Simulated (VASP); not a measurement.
# Ca2O (I4_1/amd) in VASP: single point with PBE

Aim: the single point of Ca2O with PBE.

Everything below comes from runs of VASP 6.6.1. Logs are shortened: lines on timing, memory, paths and dates and some standing lists are left out, and cuts for length are marked.

## 1. The cell of the first run

The structure is tetragonal, space group I4_1/amd (No. 141). Conventional cell: a = 4.961 Å, b = 4.961 Å, c = 10.556 Å, α = 90.00°, β = 90.00°, γ = 90.00°. Within 3.7 Å of Ca (site symmetry 2mm) lie 3 O at 2.42 to 2.49 Å and 10 Ca at 3.31 to 3.62 Å. Within 3.2 Å of O (site symmetry -4m2) lie 6 Ca at 2.42 to 2.49 Å.

## 2. Single point, PBE

Contents of INCAR:

```
SYSTEM = Ca2O
PREC     = Accurate       ! precision mode
ENCUT    = 520            ! plane-wave cutoff, eV
EDIFF    = 1E-7           ! SCF threshold, eV
ISMEAR   = 0              ! smearing method
SIGMA    = 0.1            ! smearing width, eV
LREAL    = .FALSE.        ! projectors in reciprocal space
LASPH    = .TRUE.         ! aspherical terms in the spheres
NELM     = 100            ! most SCF steps
ALGO     = Normal         ! electronic algorithm
ISIF     = 2              ! what is computed and relaxed
LWAVE    = .FALSE.        ! write WAVECAR
LCHARG   = .TRUE.         ! write CHGCAR
GGA      = PE             ! functional
LELF     = .TRUE.         ! ELF
LVHAR    = .TRUE.       
NBANDS   = 35             ! bands
```

Contents of KPOINTS:

```
regular mesh
0
G
  6 6 6
  0 0 0
```

Contents of POSCAR:

```
Ca2O
1.0
   -2.4802735143      2.4802735143      5.2780001296
    2.4802735143     -2.4802735143      5.2780001296
    2.4802735143      2.4802735143     -5.2780001296
Ca O
4 2
Direct
    0.2288709426      0.2288709426      0.0000000000
    0.9788709426      0.4788709426      0.5000000000
    0.5211290574      0.0211290574      0.5000000000
    0.7711290574      0.7711290574      0.0000000000
    0.0000000000      0.0000000000      0.0000000000
    0.7500000000      0.2500000000      0.5000000000
```

Potentials or basis: VASP PAW PBE potentials, release 64 (Ca_sv, O).

The run is started by

```console
$ cat potpaw_PBE.64/Ca_sv/POTCAR potpaw_PBE.64/O/POTCAR > POTCAR
$ mpirun -np 1 vasp_std > vasp.out
```

OUTCAR:

```text
SYSTEM = Ca2O
   PREC = Accurate
   ENCUT = 520
   EDIFF = 1E-7
   ISMEAR = 0
   LREAL = .FALSE.
   LASPH = .TRUE.
   NELM = 100
   ISIF = 2
   GGA = PE

 ion  position               nearest neighbor table
   1  0.229  0.229  0.000-   5 2.42   6 2.49   6 2.49
   2  0.979  0.479  0.500-   6 2.42   5 2.49   5 2.49
   3  0.521  0.021  0.500-   6 2.42   5 2.49   5 2.49
   4  0.771  0.771  0.000-   5 2.42   6 2.49   6 2.49
   5  0.000  0.000  0.000-   1 2.42   4 2.42   2 2.49   3 2.49   3 2.49   2 2.49
   6  0.750  0.250  0.500-   2 2.42   3 2.42   4 2.49   1 2.49   4 2.49   1 2.49

  LATTYP: Found a body centered tetragonal cell.
 ALAT       =     4.9605470286
 C/A-ratio  =     2.1279911668

  Lattice vectors:

 A1 = (  -2.4802735143,   2.4802735143,   5.2780001296)
 A2 = (   2.4802735143,  -2.4802735143,   5.2780001296)
 A3 = (   2.4802735143,   2.4802735143,  -5.2780001296)

Analysis of symmetry for initial positions (statically):
=====================================================================
 Subroutine PRICEL returns:
 Original cell was already a primitive cell.

 Routine SETGRP: Setting up the symmetry group for a
 body centered tetragonal supercell.

 Subroutine GETGRP returns: Found 16 space group operations
 (whereof  8 operations were pure point group operations)
 out of a pool of 16 trial point group operations.

The static configuration has the point symmetry D_2d.
 The point group associated with its full space group is D_4h.

Analysis of symmetry for dynamics (positions and initial velocities):
=====================================================================
 Subroutine PRICEL returns:
 Original cell was already a primitive cell.

 Routine SETGRP: Setting up the symmetry group for a
 body centered tetragonal supercell.

 Subroutine GETGRP returns: Found 16 space group operations
 (whereof  8 operations were pure point group operations)
 out of a pool of 16 trial point group operations.

The dynamic configuration has the point symmetry D_2d.
 The point group associated with its full space group is D_4h.

 Subroutine INISYM returns: Found 16 space group operations
 (whereof  8 operations are pure point group operations),
 and found     1 'primitive' translations

----------------------------------------------------------------------------------------

                                     Primitive cell

  volume of cell :     129.8759

  direct lattice vectors                    reciprocal lattice vectors
    -2.480273514  2.480273514  5.278000130     0.000000000  0.201590670  0.094732851
     2.480273514 -2.480273514  5.278000130     0.201590670  0.000000000  0.094732851
     2.480273514  2.480273514 -5.278000130     0.201590670  0.201590670  0.000000000

  length of vectors
     6.337254830  6.337254830  6.337254830     0.222740008  0.222740008  0.285092260

  position of ions in fractional coordinates (direct lattice)
     0.228870943  0.228870943  0.000000000
     0.978870943  0.478870943  0.500000000
     0.521129057  0.021129057  0.500000000
     0.771129057  0.771129057  0.000000000
     0.000000000  0.000000000  0.000000000
     0.750000000  0.250000000  0.500000000

  ion indices of the primitive-cell ions
   primitive index   ion index
                 1           1
                 2           2
                 3           3
                 4           4
                 5           5
                 6           6

----------------------------------------------------------------------------------------

 KPOINTS: regular mesh

Automatic generation of k-mesh.
 Grid dimensions read from file:
 generate k-points for:    6    6    6

 Generating k-lattice:

  Cartesian coordinates                     Fractional coordinates (reciprocal lattice)
     0.000000000  0.033598445  0.015788809     0.166666667  0.000000000  0.000000000
     0.033598445  0.000000000  0.015788809     0.000000000  0.166666667  0.000000000
     0.033598445  0.033598445  0.000000000     0.000000000  0.000000000  0.166666667

  Length of vectors
     0.037123335  0.037123335  0.047515377

  Shift w.r.t. Gamma in fractional coordinates (k-lattice)
     0.000000000  0.000000000  0.000000000

 Subroutine IBZKPT returns following result:
 ===========================================

 Found     30 irreducible k-points:

 Following reciprocal coordinates:
            Coordinates               Weight
  0.000000  0.000000  0.000000      1.000000
  0.166667  0.000000 -0.000000      8.000000
  0.333333  0.000000 -0.000000      8.000000
  0.500000  0.000000 -0.000000      4.000000
  0.166667  0.166667  0.000000      8.000000
  0.333333  0.166667  0.000000     16.000000
[... 16 lines left out ...]
 -0.333333 -0.333333  0.166667      8.000000
 -0.166667 -0.333333  0.166667      8.000000
 [... further k-points ...]
   k-points           NKPTS =     30   k-points in BZ     NKDIM =     30   number of bands    NBANDS=     35
   number of dos      NEDOS =    301   number of ions     NIONS =      6
   total plane-waves  NPLWV = 110592
   dimension x,y,z NGX =    48 NGY =   48 NGZ =   48
   dimension x,y,z NGXF=    96 NGYF=   96 NGZF=   96
   ions per type =               4   2
   NGX,Y,Z   is equivalent  to a cutoff of  12.59, 12.59, 12.59 a.u.
   NGXF,Y,Z  is equivalent  to a cutoff of  25.18, 25.18, 25.18 a.u.
 SYSTEM =  Ca2O
   PREC   = accura    normal or accurate (medium, high low for compatibility)
   ISTART =      0    job   : 0-new  1-cont  2-samecut
   ICHARG =      2    charge: 1-file 2-atom 10-const
   ISPIN  =      1    spin polarized calculation?
   LNONCOLLINEAR =      F non collinear calculations
   LSORBIT =      F    spin-orbit coupling
   LASPH  =      T    aspherical Exc in radial PAW
   ENCUT  =  520.0 eV  38.22 Ry    6.18 a.u.  11.78 11.78 11.78*2*pi/ulx,y,z
   NELM   =    100;   NELMIN=  2; NELMDL= -5     # of ELM steps
   EDIFF  = 0.1E-06   stopping-criterion for ELM
   LREAL  =      F    real-space projection
   EDIFFG = 0.1E-05   stopping-criterion for IOM
   NSW    =      0    number of steps for IOM
   IBRION =     -1    ionic relax: 0-MD 1-quasi-New 2-CG
   NFREE  =      0    steps in history (QN), initial steepest desc. (CG)
   ISIF   =      2    stress and relaxation
   ISYM   =      2    0-nonsym 1-usesym 2-fastsym
   POTIM  = 0.5000    time-step for ionic-motion
   TEBEG  =    0.0;   TEEND  =   0.0 temperature during run
   PSTRESS=    0.0 pullay stress
   NELECT =      52.0000    total number of electrons
   NUPDOWN=      -1.0000    fix difference up-down
   EMIN   =  10.00;   EMAX   =-10.00  energy-range for DOS
   EFERMI =   0.00;   METHOD = LEGACY
   ISMEAR =     0;   SIGMA  =   0.10  broadening in eV -4-tet -1-fermi 0-gaus
   EFERMI_NEDOS =   21; number of points for ismear=-14 and -15
   IALGO  =     38    algorithm
   IMIX   =      4    mixing-type and parameters
     AMIX     =   0.40;   BMIX     =  1.00
     AMIX_MAG =   1.60;   BMIX_MAG =  1.00
  volume/ion in A,a.u.               =      21.65       146.07
  Fermi-wavevector in a.u.,A,eV,Ry     =   1.206609  2.280160 19.808782  1.455904
  Thomas-Fermi vector in A             =   2.342271
   LORBIT       =      0    0 simple, 1 ext, 2 COOP (PROOUT), +10 PAW based schemes
   GGA     = PE    functional components
   LHFCALC =     F    Hartree Fock is set to
   AEXX    =    0.0000 exact exchange contribution
   IVDW    =     0    specifies the selected vdW correction
   LEPSILON=     F    determine dielectric tensor
   LRPA    =     F    only Hartree local field effects (RPA)
 non-spin polarized calculation
 Gauss-broadening in eV      SIGMA  =   0.10
  energy-cutoff  :      520.00
  volume of cell :      129.88
 maximum number of plane-waves:      3518
   NGX = 23   NGY = 23   NGZ = 23

 number of electron      52.0000002 magnetization

 Free energy of the ion-electron system (eV)
  ---------------------------------------------------
  ext. energy  EPLUGINS =         0.00000000
  ---------------------------------------------------
  free energy    TOTEN  =       -28.55498917 eV

  energy without entropy =      -28.55242133  energy(sigma->0) =      -28.55370525

 E-fermi :   4.1141     XC(G=0):  -9.1625

 val. band max:        4.0331617244   @ k =  -0.3333   0.3333   0.0000
 cond. band min:       4.2525968684   @ k =  -0.1667   0.3333   0.1667
 fundamental gap:      0.2194351440
 Fermi energy:         4.1141309193

 k-point     1 :       0.0000    0.0000    0.0000
  band No.  band energies     occupation
      1     -37.5759      2.00000
      2     -37.5102      2.00000
      3     -37.5024      2.00000
      4     -37.4938      2.00000
      5     -18.7760      2.00000
      6     -18.7087      2.00000
[... 27 lines left out ...]
     34       6.6749      0.00000
     35       6.6749      0.00000

 k-point     2 :       0.1667    0.0000   -0.0000
  band No.  band energies     occupation
      1     -37.5701      2.00000
      2     -37.5136      2.00000
      3     -37.5019      2.00000
      4     -37.4964      2.00000
      5     -18.8136      2.00000
      6     -18.7704      2.00000
[... 27 lines left out ...]
     34       6.6615      0.00000
     35       6.7162      0.00000

 k-point     3 :       0.3333    0.0000   -0.0000
  band No.  band energies     occupation
      1     -37.5552      2.00000
      2     -37.5193      2.00000
      3     -37.5088      2.00000
      4     -37.4981      2.00000
      5     -18.8935      2.00000
      6     -18.8214      2.00000
[... 27 lines left out ...]
     34       7.0509      0.00000
     35       7.1054      0.00000
[... 723 lines left out ...]
 k-point    23 :      -0.3333   -0.3333    0.1667
  band No.  band energies     occupation
      1     -37.5539      2.00000
      2     -37.5285      2.00000
      3     -37.5000      2.00000
      4     -37.4993      2.00000
      5     -18.8748      2.00000
      6     -18.8141      2.00000
[... 27 lines left out ...]
     34       7.2814      0.00000
     35       7.4011      0.00000

 k-point    24 :      -0.1667   -0.3333    0.1667
  band No.  band energies     occupation
      1     -37.5631      2.00000
      2     -37.5231      2.00000
      3     -37.5000      2.00000
      4     -37.4958      2.00000
      5     -18.8245      2.00000
      6     -18.7619      2.00000
[... 27 lines left out ...]
     34       7.1771      0.00000
     35       7.2232      0.00000

 [... further k-points ...]
[... 5 lines left out ...]
  --------------------------------------------------------------------------------------
  -------------------------------------------------------------------------------------
  Total        0.2674464      0.2674464      0.4668593      0.0000000      0.0000000      0.0000000
  in kB        3.2992774      3.2992774      5.7592786      0.0000000      0.0000000      0.0000000
  external PRESSURE =       4.1192778 kB  Pullay stress =       0.0000000 kB

 VOLUME and BASIS-vectors are now :
 -----------------------------------------------------------------------------
  energy-cutoff  :      520.00
  volume of cell :      129.88
      direct lattice vectors                 reciprocal lattice vectors
    -2.480273514  2.480273514  5.278000130     0.000000000  0.201590670  0.094732851
     2.480273514 -2.480273514  5.278000130     0.201590670  0.000000000  0.094732851
     2.480273514  2.480273514 -5.278000130     0.201590670  0.201590670  0.000000000

 POSITION                                       TOTAL-FORCE (eV/Angst)
 -----------------------------------------------------------------------------------
      0.00000      0.00000      2.41596        -0.000000      0.000000      0.034239
      0.00000      2.48027      5.05496         0.000000     -0.000000      0.034239
      0.00000      2.48027      0.22304         0.000000     -0.000000     -0.034239
      0.00000      0.00000      8.14004        -0.000000      0.000000     -0.034239
      0.00000      0.00000      0.00000        -0.000000     -0.000000     -0.000000
      0.00000      2.48027      2.63900        -0.000000     -0.000000     -0.000000
 -----------------------------------------------------------------------------------
    total drift:                                0.000000      0.000000     -0.000000

  FREE ENERGIE OF THE ION-ELECTRON SYSTEM (eV)
  ---------------------------------------------------
  free  energy   TOTEN  =       -28.5549891675 eV

  energy  without entropy=      -28.5524213337  energy(sigma->0) =      -28.55370525
```

Wall time 2.4 min (1 thread of Intel Xeon 6975P-C (Granite Rapids), shared host); peak memory 0.35 GiB.

What came out:

```yaml
Free_energy: -28.5550 eV
Pressure: 0.4 GPa
Largest_force: 0.034 eV/Å
Band_gap_on_the_k_mesh: 0.22 eV (least direct gap 0.35 eV)
```

Forces on the atoms (eV/Å):
```
Ca   0.000  0.000  0.034
Ca   0.000  0.000  0.034
Ca   0.000  0.000 -0.034
Ca   0.000  0.000 -0.034
O    0.000  0.000  0.000
O    0.000  0.000  0.000
```

A k mesh can miss the band edges.
